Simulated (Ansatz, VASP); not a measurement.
# Two plane-wave programs on Pb

Contents of INCAR:

```
PREC = Accurate
ENCUT = 500
EDIFF = 1E-6
ISMEAR = 0
SIGMA = 0.1
LREAL = False
LASPH = True
NELM = 120
ALGO = Normal
ISIF = 2
LWAVE = False
LCHARG = True
GGA = PE
LELF = True
LVHAR = True
NBANDS = 13
GGA_COMPAT = False
```

KPOINTS

```
regular mesh
0
Gamma
  15 15 14
```

File POSCAR:

```
Pb
1.0
    3.0871524190      0.0000000000      0.0000000000
   -1.5435762096      2.6735524202      0.0000000000
    0.0000000000      0.0000000000      2.9055094532
Pb
1
Direct
    0.0000000000      0.0000000000      0.0000000000
```

Input for Ansatz:

```yaml
crystal:
  lattice:
    - [3.087152419, 0.0, 0.0]
    - [-1.5435762096, 2.6735524202, 0.0]
    - [0.0, 0.0, 2.9055094532]
  atoms:
    - { symbol: Pb, position: [0.0, 0.0, 0.0] }
basis:
  ecutwfc: 420
kpoints:
  mp_grid: { grid: [15, 15, 14] }
hamiltonian:
  xc: pbe
scf:
  occupations: { method: gaussian, width: 0.1 }
output:
  forces: true
  stress: true
  eigenvalues: true
  populations: true
```

Alike in both runs: task single point; functional PBE; k mesh 15 × 15 × 14; occupations gaussian, width 0.1 eV; no spin polarisation.

```csv
,VASP,Ansatz
version,VASP 6.6.1,Ansatz 0.2.0
potentials or method,"VASP PAW PBE potentials, release 64 (Pb_d), cutoff 500 eV","scalar-relativistic, plane waves, PAW"
valence electrons in the cell,14,14
```

Ansatz gave:

* gap on the k mesh at the Fermi level (eV): none
* pressure (GPa): 26.6
* traceless stress, the component that is largest in VASP (GPa): 1.00

**Question.** Estimate VASP's values.

**Answer.** gap on the k mesh at the Fermi level (eV): none; pressure (GPa): 26.5; traceless stress, the component that is largest in VASP (GPa): 1.00.

A gap of «none» marks a metal or a gap that the smearing closes.

Neither program's run includes spin-orbit coupling.
